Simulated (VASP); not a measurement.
# As (R-3m) in VASP: a series of runs, part 2 of 2

VASP 6.6.1. Earlier steps stand in the parts before.

## 3. Relaxation of cell and atoms, PBEsol

This run uses another cell than the first one, of 21.53 Å³/atom, 1.033 times its volume.

The input, INCAR:

```
PREC = Accurate
ENCUT = 600
EDIFF = 1E-7
ISMEAR = -1
SIGMA = 0.1
LREAL = F
LASPH = T
NELM = 60
ALGO = Normal
ISIF = 3
LWAVE = F
LCHARG = F
GGA = PS
IBRION = 2
NSW = 80
EDIFFG = -0.01
```

The input, KPOINTS:

```
regular mesh
0
Gamma
  10 10 10
```

The input, POSCAR:

```
As
1.0
    1.8807975058      1.0858789463      3.5140618606
   -1.8807975058      1.0858789463      3.5140618606
    0.0000000000     -2.1717578925      3.5140618606
As
2
Direct
    0.7740000000      0.7740000000      0.7740000000
    0.2260000000      0.2260000000      0.2260000000
```

Potentials or basis: VASP PAW PBE potentials, release 64 (As).

The run is started by

```
$ cat potpaw_PBE.64/As/POTCAR > POTCAR
$ mpirun -np 1 vasp_std > vasp.out
```

Wall time 4.2 min (1 thread of Intel Xeon Platinum 8375C at 2.90GHz (Ice Lake), shared host); peak memory 0.23 GiB.

Results (log left out):

```yaml
Free_energy: -10.2245 eV
Relaxed_volume: 20.89 Å³/atom
Relaxed_cell: a = 4.010 Å, b = 4.010 Å, c = 4.010 Å, α = 56.39°, β = 56.39°, γ = 56.39°
Space_group_after_relaxing_to_0.05_Å: R-3m (No. 166)
Energy_gained_by_relaxing: 11.0 meV/atom
Ionic_steps: 10
Pressure_after_relaxing: 0.0 GPa
Band_gap_on_the_k_mesh: zero (band 5 reaches 5.56 eV, above the bottom of band 6 at 5.32 eV)
```

Step by step:
| step | energy change (eV) | largest force (eV/Å) | pressure (GPa) | volume (Å³) |
| --- | --- | --- | --- | --- |
| 1 | 0.0000 | 0.4454 | 0.71 | 43.06 |
| 2 | -0.0086 | 0.0019 | -1.52 | 43.66 |
| 3 | -0.0090 | 0.0805 | -1.12 | 43.55 |
| 4 | -0.0152 | 0.0316 | -0.52 | 42.83 |
| 5 | -0.0180 | 0.0201 | 0.27 | 42.01 |
| 6 | -0.0208 | 0.0392 | 0.05 | 41.91 |
| 7 | -0.0218 | 0.0539 | -0.15 | 41.81 |
| 8 | -0.0219 | 0.0265 | 0.30 | 41.64 |
| 9 | -0.0220 | 0.0093 | 0.10 | 41.71 |
| 10 | -0.0220 | 0.0008 | -0.01 | 41.79 |

Final structure:
```cif
data_structure
_symmetry_space_group_name_H-M 'P 1'
_symmetry_Int_Tables_number 1
_cell_length_a 4.0100
_cell_length_b 4.0100
_cell_length_c 4.0100
_cell_angle_alpha 56.389
_cell_angle_beta 56.389
_cell_angle_gamma 56.389
_cell_volume 41.79
loop_
_atom_site_label
_atom_site_type_symbol
_atom_site_fract_x
_atom_site_fract_y
_atom_site_fract_z
_atom_site_occupancy
As1 As 0.76948 0.76948 0.76948 1
As2 As 0.23052 0.23052 0.23052 1
```

Levels at points of the mesh, in eV from the Fermi level:
| k point | band 2 | band 3 | band 4 | band 5 | band 6 | band 7 | band 8 | band 9 |
| --- | --- | --- | --- | --- | --- | --- | --- | --- |
| (0.00, 0.00, 0.00) | -5.56 | -2.36 | -2.07 | -2.07 | 2.12 | 3.13 | 3.13 | 6.42 |
| (0.50, 0.00, 0.00) | -11.29 | -2.55 | -2.36 | -0.34 | -0.29 | 0.24 | 0.86 | 9.36 |
| (0.50, 0.50, 0.00) | -9.51 | -6.36 | -4.36 | -4.30 | 1.55 | 5.72 | 6.69 | 7.71 |
| (0.50, 0.50, 0.50) | -10.39 | -1.71 | -1.71 | -0.70 | 0.34 | 0.34 | 1.53 | 8.43 |

Caveat: the PAW data sets were made with another functional, which shifts forces and pressure a little.

## 4. Single point, PBEsol

The input, INCAR:

```
PREC = Accurate ; ENCUT = 520
EDIFF = 1E-7 ; ISMEAR = -1
SIGMA = 0.1 ; LREAL = F
LASPH = T ; NELM = 100
ALGO = Normal ; ISIF = 2
LWAVE = F ; LCHARG = F
GGA = PS ; NBANDS = 12
```

The input, KPOINTS:

```
Automatic mesh
0
Gamma
  17 17 17
```

The input, POSCAR:

```
As
1.0
    1.8907949362      1.0916509654      3.3671899136
   -1.8907949362      1.0916509654      3.3671899136
    0.0000000000     -2.1833019308      3.3671899136
As
2
Direct
    0.7698630833      0.7698630833      0.7698630833
    0.2301369167      0.2301369167      0.2301369167
```

Potentials or basis: VASP PAW PBE potentials, release 64 (As).

The run is started by

```
$ cat potpaw_PBE.64/As/POTCAR > POTCAR
$ mpirun -np 1 vasp_std > vasp.out
```

OUTCAR:

```text
PREC = Accurate
   ENCUT = 520
   EDIFF = 1E-7
   ISMEAR = -1
   LREAL = F
   LASPH = T
   NELM = 100
   ISIF = 2
   GGA = PS

 ion  position               nearest neighbor table
   1  0.770  0.770  0.770-   2 2.53   2 2.53   2 2.53
   2  0.230  0.230  0.230-   1 2.53   1 2.53   1 2.53

  LATTYP: Found a trigonal (rhomboedric) cell.
 ALAT       =     4.0130755332
 COS(alpha) =     0.5560192007

  Lattice vectors:

[... 536 lines left out ...]
      5       3.8659      2.00000
      6       7.7075      0.00000
      7       7.8438      0.00000
      8       8.6571      0.00000
      9      11.0444      0.00000
     10      11.9550      0.00000
     11      12.5572      0.00000
     12      14.9676      0.00000

 [... further k-points ...]
[... 5 lines left out ...]
  --------------------------------------------------------------------------------------
  -------------------------------------------------------------------------------------
  Total        0.1171428      0.1171428      0.1021883      0.0000000      0.0000000      0.0000000
  in kB        4.5006896      4.5006896      3.9261291      0.0000000      0.0000000      0.0000000
  external PRESSURE =       4.3091694 kB  Pullay stress =       0.0000000 kB

 VOLUME and BASIS-vectors are now :
 -----------------------------------------------------------------------------
  energy-cutoff  :      520.00
  volume of cell :       41.70
      direct lattice vectors                 reciprocal lattice vectors
     1.890794936  1.091650965  3.367189914     0.264439041  0.152673952  0.098994515
    -1.890794936  1.091650965  3.367189914    -0.264439041  0.152673952  0.098994515
     0.000000000 -2.183301931  3.367189914     0.000000000 -0.305347903  0.098994515

 POSITION                                       TOTAL-FORCE (eV/Angst)
 -----------------------------------------------------------------------------------
      0.00000      0.00000      7.77683         0.000000     -0.000000     -0.061805
      0.00000      0.00000      2.32474         0.000000      0.000000      0.061805
 -----------------------------------------------------------------------------------
    total drift:                               -0.000000      0.000000     -0.000000

  FREE ENERGIE OF THE ION-ELECTRON SYSTEM (eV)
  ---------------------------------------------------
  free  energy   TOTEN  =       -10.2167262178 eV

  energy  without entropy=      -10.2087454582  energy(sigma->0) =      -10.21273584
```

OSZICAR:

```text
N       E                     dE             d eps       ncg     rms          rms(c)
DAV:   1     0.277503849577E+02    0.27750E+02   -0.42108E+03 11736   0.696E+02
DAV:   2    -0.863865237601E+01   -0.36389E+02   -0.34642E+02 15744   0.112E+02
DAV:   3    -0.102374252537E+02   -0.15988E+01   -0.15921E+01 14740   0.238E+01
DAV:   4    -0.102449875469E+02   -0.75623E-02   -0.75612E-02 13272   0.183E+00
DAV:   5    -0.102450043477E+02   -0.16801E-04   -0.16801E-04 14692   0.951E-02    0.336E+00
DAV:   6    -0.102269965323E+02    0.18008E-01   -0.42590E-03 13244   0.373E-01    0.200E+00
DAV:   7    -0.102166877354E+02    0.10309E-01   -0.97210E-03 13324   0.574E-01    0.674E-02
DAV:   8    -0.102167145722E+02   -0.26837E-04   -0.25439E-04 13844   0.991E-02    0.220E-02
DAV:   9    -0.102167269159E+02   -0.12344E-04   -0.22144E-05 14380   0.287E-02    0.976E-03
DAV:  10    -0.102167262678E+02    0.64806E-06   -0.19876E-06 13876   0.768E-03    0.237E-03
DAV:  11    -0.102167262178E+02    0.50012E-07   -0.22884E-07 13920   0.299E-03
   1 F= -.10216726E+02 E0= -.10212736E+02  d E =-.798076E-02
```

Wall time 2.7 min (1 thread of Intel Xeon Platinum 8375C at 2.90GHz (Ice Lake), shared host); peak memory 0.33 GiB.

Results:

```
Free energy            : -10.2167 eV
Pressure               : 0.4 GPa
Largest force          : 0.062 eV/Å
Band gap on the k mesh : zero (band 5 reaches 5.82 eV, above the bottom of band 6 at 5.49 eV)
```

Forces in eV/Å, atoms in the order of the input:
```
As   0.000  0.000 -0.062
As   0.000  0.000  0.062
```

Caveat: the PAW data sets were made with another functional, which shifts forces and pressure a little.

## 5. Overview

| task | cell | k mesh | cutoff (eV) | gap on the mesh (eV) | pressure (GPa) | largest force (eV/Å) |
| --- | --- | --- | --- | --- | --- | --- |
| single point | a = 4.013 Å, angles 56.2°, 2 atoms | 10 × 10 × 10 | 520 | none | 0.4 | 0.06 |
| relaxation of cell and atoms | relaxed from a = 4.131 Å, angles 54.2°, 2 atoms | 10 × 10 × 10 | 600 | none | 0.0 | - |
| single point | a = 4.013 Å, angles 56.2°, 2 atoms | 17 × 17 × 17 | 520 | none | 0.4 | 0.06 |

Alike in all rows: level PBEsol; potentials or basis VASP PAW PBE potentials, release 64 (As); no spin polarisation; smearing fermi-dirac 0.1 eV.

Caveats: the PAW data sets were made with another functional, which shifts forces and pressure a little.

Absolute energies hang on the potentials; compare differences alone.
